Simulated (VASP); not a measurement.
# Pd (Immm) in VASP: a series of runs, part 2 of 2

VASP 6.6.1.

## (3) Single point, LDA (strain +0.0450 x Voigt [1, -1, 0, 0, 0, 0])

Input file INCAR:

```
PREC     = Accurate       # precision mode
ENCUT    = 520            # plane-wave cutoff, eV
EDIFF    = 1E-7           # SCF threshold, eV
ISMEAR   = 0              # smearing method
SIGMA    = 0.15           # smearing width, eV
LREAL    = F              # projectors in reciprocal space
LASPH    = T              # aspherical terms in the spheres
NELM     = 80             # most SCF steps
ALGO     = Fast           # electronic algorithm
ISIF     = 2              # what is computed and relaxed
LWAVE    = F              # write WAVECAR
LCHARG   = F              # write CHGCAR
GGA      = CA             # functional
NBANDS   = 11             # bands
```

Input file KPOINTS:

```
regular mesh
0
Gamma
  22 22 22
```

Input file POSCAR:

```
Pd
1.0
   -1.6430336450      1.5015283550      1.5722810000
    1.6430336450     -1.5015283550      1.5722810000
    1.6430336450      1.5015283550     -1.5722810000
Pd
1
Direct
    0.0000000000      0.0000000000      0.0000000000
```

Potentials or basis: VASP PAW LDA potentials, release 64 (Pd).

The run is started by

```sh
$ cat potpaw_LDA.64/Pd/POTCAR > POTCAR
$ mpirun -np 1 vasp_std > vasp.out
```

OUTCAR:

```text
PREC = Accurate
   ENCUT = 520
   EDIFF = 1E-7
   ISMEAR = 0
   LREAL = F
   LASPH = T
   NELM = 80
   ISIF = 2
   GGA = CA

 ion  position               nearest neighbor table
   1  0.000  0.000  0.000-

  LATTYP: Found a body centered orthorhombic cell.
 ALAT       =     3.0030567100
 B/A-ratio  =     1.0471204188
 C/A-ratio  =     1.0942408377

  Lattice vectors:

 A1 = (  -1.6430336450,  -1.5015283550,  -1.5722810000)
 A2 = (  -1.6430336450,   1.5015283550,   1.5722810000)
 A3 = (   1.6430336450,   1.5015283550,  -1.5722810000)

Analysis of symmetry for initial positions (statically):
=====================================================================
 Subroutine PRICEL returns:
 Original cell was already a primitive cell.

 Routine SETGRP: Setting up the symmetry group for a
 body centered orthorhombic supercell.

 Subroutine GETGRP returns: Found  8 space group operations
 (whereof  8 operations were pure point group operations)
 out of a pool of  8 trial point group operations.

The static configuration has the point symmetry D_2h.

Analysis of symmetry for dynamics (positions and initial velocities):
=====================================================================
 Subroutine PRICEL returns:
 Original cell was already a primitive cell.

 Routine SETGRP: Setting up the symmetry group for a
 body centered orthorhombic supercell.

 Subroutine GETGRP returns: Found  8 space group operations
 (whereof  8 operations were pure point group operations)
 out of a pool of  8 trial point group operations.

The dynamic configuration has the point symmetry D_2h.

 Subroutine INISYM returns: Found  8 space group operations
 (whereof  8 operations are pure point group operations),
 and found     1 'primitive' translations

----------------------------------------------------------------------------------------

                                     Primitive cell

  volume of cell :      15.5157

  direct lattice vectors                    reciprocal lattice vectors
    -1.643033645  1.501528355  1.572281000     0.000000000  0.332994045  0.318009313
     1.643033645 -1.501528355  1.572281000     0.304315132  0.000000000  0.318009313
     1.643033645  1.501528355 -1.572281000     0.304315132  0.332994045  0.000000000

  length of vectors
     2.725108163  2.725108163  2.725108163     0.460450819  0.440156361  0.451101688

  position of ions in fractional coordinates (direct lattice)
     0.000000000  0.000000000  0.000000000

  ion indices of the primitive-cell ions
   primitive index   ion index
                 1           1

----------------------------------------------------------------------------------------

 KPOINTS: regular mesh

Automatic generation of k-mesh.
 Grid dimensions read from file:
 generate k-points for:   22   22   22

 Generating k-lattice:

  Cartesian coordinates                     Fractional coordinates (reciprocal lattice)
     0.000000000  0.015136093  0.014454969     0.045454545  0.000000000  0.000000000
     0.013832506  0.000000000  0.014454969     0.000000000  0.045454545 -0.000000000
     0.013832506  0.015136093  0.000000000     0.000000000 -0.000000000  0.045454545

  Length of vectors
     0.020929583  0.020007107  0.020504622

  Shift w.r.t. Gamma in fractional coordinates (k-lattice)
     0.000000000  0.000000000  0.000000000

 Subroutine IBZKPT returns following result:
 ===========================================

 Found   1530 irreducible k-points:

 Following reciprocal coordinates:
            Coordinates               Weight
  0.000000  0.000000  0.000000      1.000000
  0.045455  0.000000 -0.000000      4.000000
  0.090909  0.000000 -0.000000      4.000000
  0.136364  0.000000  0.000000      4.000000
  0.181818  0.000000  0.000000      4.000000
  0.227273  0.000000  0.000000      4.000000
[... 16 lines left out ...]
  0.454545  0.045455  0.000000      8.000000
  0.500000  0.045455  0.000000      8.000000
 [... further k-points ...]
   k-points           NKPTS =   1530   k-points in BZ     NKDIM =   1530   number of bands    NBANDS=     11
   number of dos      NEDOS =    301   number of ions     NIONS =      1
   total plane-waves  NPLWV =   8000
   dimension x,y,z NGX =    20 NGY =   20 NGZ =   20
   dimension x,y,z NGXF=    40 NGYF=   40 NGZF=   40
   ions per type =               1
   NGX,Y,Z   is equivalent  to a cutoff of  12.20, 12.20, 12.20 a.u.
   NGXF,Y,Z  is equivalent  to a cutoff of  24.40, 24.40, 24.40 a.u.
 SYSTEM =  unknown system
   PREC   = accura    normal or accurate (medium, high low for compatibility)
   ISTART =      0    job   : 0-new  1-cont  2-samecut
   ICHARG =      2    charge: 1-file 2-atom 10-const
   ISPIN  =      1    spin polarized calculation?
   LNONCOLLINEAR =      F non collinear calculations
   LSORBIT =      F    spin-orbit coupling
   LASPH  =      T    aspherical Exc in radial PAW
   ENCUT  =  520.0 eV  38.22 Ry    6.18 a.u.   5.07  5.07  5.07*2*pi/ulx,y,z
   NELM   =     80;   NELMIN=  2; NELMDL= -5     # of ELM steps
   EDIFF  = 0.1E-06   stopping-criterion for ELM
   LREAL  =      F    real-space projection
   EDIFFG = 0.1E-05   stopping-criterion for IOM
   NSW    =      0    number of steps for IOM
   IBRION =     -1    ionic relax: 0-MD 1-quasi-New 2-CG
   NFREE  =      0    steps in history (QN), initial steepest desc. (CG)
   ISIF   =      2    stress and relaxation
   ISYM   =      2    0-nonsym 1-usesym 2-fastsym
   POTIM  = 0.5000    time-step for ionic-motion
   TEBEG  =    0.0;   TEEND  =   0.0 temperature during run
   PSTRESS=    0.0 pullay stress
   NELECT =      10.0000    total number of electrons
   NUPDOWN=      -1.0000    fix difference up-down
   EMIN   =  10.00;   EMAX   =-10.00  energy-range for DOS
   EFERMI =   0.00;   METHOD = LEGACY
   ISMEAR =     0;   SIGMA  =   0.15  broadening in eV -4-tet -1-fermi 0-gaus
   EFERMI_NEDOS =   21; number of points for ismear=-14 and -15
   IALGO  =     68    algorithm
   IMIX   =      4    mixing-type and parameters
     AMIX     =   0.40;   BMIX     =  1.00
     AMIX_MAG =   1.60;   BMIX_MAG =  1.00
  volume/ion in A,a.u.               =      15.52       104.70
  Fermi-wavevector in a.u.,A,eV,Ry     =   1.414115  2.672290 27.207866  1.999722
  Thomas-Fermi vector in A             =   2.535691
   LORBIT       =      0    0 simple, 1 ext, 2 COOP (PROOUT), +10 PAW based schemes
   GGA     = CA    functional components
   LHFCALC =     F    Hartree Fock is set to
   AEXX    =    0.0000 exact exchange contribution
   IVDW    =     0    specifies the selected vdW correction
   LEPSILON=     F    determine dielectric tensor
   LRPA    =     F    only Hartree local field effects (RPA)
 non-spin polarized calculation
 RMM-DIIS sequential band-by-band and
 Gauss-broadening in eV      SIGMA  =   0.15
  energy-cutoff  :      520.00
  volume of cell :       15.52
 maximum number of plane-waves:       434
   NGX = 11   NGY = 11   NGZ = 11

 number of electron      10.0000000 magnetization

 number of electron       9.9999999 magnetization

 Free energy of the ion-electron system (eV)
  ---------------------------------------------------
  ext. energy  EPLUGINS =         0.00000000
  ---------------------------------------------------
  free energy    TOTEN  =        -6.38655742 eV

  energy without entropy =       -6.37004236  energy(sigma->0) =       -6.37829989

 E-fermi :   8.7402     XC(G=0): -13.2066

 val. band max:        8.7384646176   @ k =   0.4091   0.0909   0.0000
 cond. band min:       8.7404305639   @ k =  -0.4091   0.4545  -0.0000
 fundamental gap:      0.0019659463
 Fermi energy:         8.7401520726

 k-point     1 :       0.0000    0.0000    0.0000
  band No.  band energies     occupation
      1       1.9042      2.00000
      2       5.6979      2.00000
      3       6.0315      2.00000
      4       6.2956      2.00000
      5       7.5202      2.00000
      6       8.1193      2.00000
      7      27.1885      0.00000
      8      27.9002      0.00000
      9      28.8915      0.00000
     10      35.4450      0.00000
     11      35.9299      0.00000
[... 309 lines left out ...]
 k-point    24 :       0.5000    0.0455    0.0000
  band No.  band energies     occupation
      1       3.8098      2.00000
      2       4.5832      2.00000
      3       7.9496      2.00000
      4       8.3024      1.99996
      5       9.0948      0.00083
      6      10.7374      0.00000
      7      16.8332      0.00000
      8      23.1168      0.00000
      9      24.6967      0.00000
     10      31.7972      0.00000
     11      32.8875      0.00000

 [... further k-points ...]
[... 5 lines left out ...]
  --------------------------------------------------------------------------------------
  -------------------------------------------------------------------------------------
  Total       -1.3034989     -1.5217340     -1.4504761      0.0000000      0.0000000      0.0000000
  in kB     -134.6018671   -157.1372559   -149.7790269      0.0000000      0.0000000      0.0000000
  external PRESSURE =    -147.1727166 kB  Pullay stress =       0.0000000 kB

 VOLUME and BASIS-vectors are now :
 -----------------------------------------------------------------------------
  energy-cutoff  :      520.00
  volume of cell :       15.52
      direct lattice vectors                 reciprocal lattice vectors
    -1.643033645  1.501528355  1.572281000     0.000000000  0.332994045  0.318009313
     1.643033645 -1.501528355  1.572281000     0.304315132  0.000000000  0.318009313
     1.643033645  1.501528355 -1.572281000     0.304315132  0.332994045  0.000000000

 POSITION                                       TOTAL-FORCE (eV/Angst)
 -----------------------------------------------------------------------------------
      0.00000      0.00000      0.00000        -0.000000     -0.000000     -0.000000
 -----------------------------------------------------------------------------------
    total drift:                                0.000000     -0.000000      0.000000

  FREE ENERGIE OF THE ION-ELECTRON SYSTEM (eV)
  ---------------------------------------------------
  free  energy   TOTEN  =        -6.3865574229 eV

  energy  without entropy=       -6.3700423581  energy(sigma->0) =       -6.37829989
```

It took 1.7 min on 1 thread of Intel Xeon 6975P-C (Granite Rapids), shared host; peak memory 0.35 GiB.

Results:

```yaml
Free_energy: -6.3866 eV
Pressure: -14.7 GPa
Band_gap_on_the_k_mesh: zero (band 5 reaches 9.33 eV, above the bottom of band 6 at 7.85 eV)
```

Levels at points of the mesh, in eV from the Fermi level:
| k point | band 1 | band 2 | band 3 | band 4 | band 5 | band 6 | band 7 | band 8 | band 9 | band 10 |
| --- | --- | --- | --- | --- | --- | --- | --- | --- | --- | --- |
| (0.00, 0.00, 0.00) | -6.84 | -3.04 | -2.71 | -2.44 | -1.22 | -0.62 | 18.45 | 19.16 | 20.15 | 26.70 |
| (0.50, 0.00, 0.00) | -4.97 | -4.18 | -0.73 | -0.38 | 0.59 | 1.75 | 7.98 | 14.41 | 16.13 | 23.04 |
| (0.00, 0.50, 0.00) | -4.96 | -3.52 | -1.38 | -0.75 | 0.49 | 1.14 | 7.03 | 15.61 | 18.36 | 24.46 |
| (0.50, 0.50, 0.00) | -4.96 | -3.87 | -1.16 | -0.43 | 0.52 | 1.46 | 7.53 | 14.97 | 17.18 | 23.73 |
| (0.50, 0.50, 0.50) | -4.89 | -4.83 | 0.12 | 0.20 | 0.29 | 7.62 | 8.91 | 10.38 | 15.60 | 17.04 |

Caveat: the cell differs from its parent crystal (strain +0.0450 x Voigt [1, -1, 0, 0, 0, 0]).
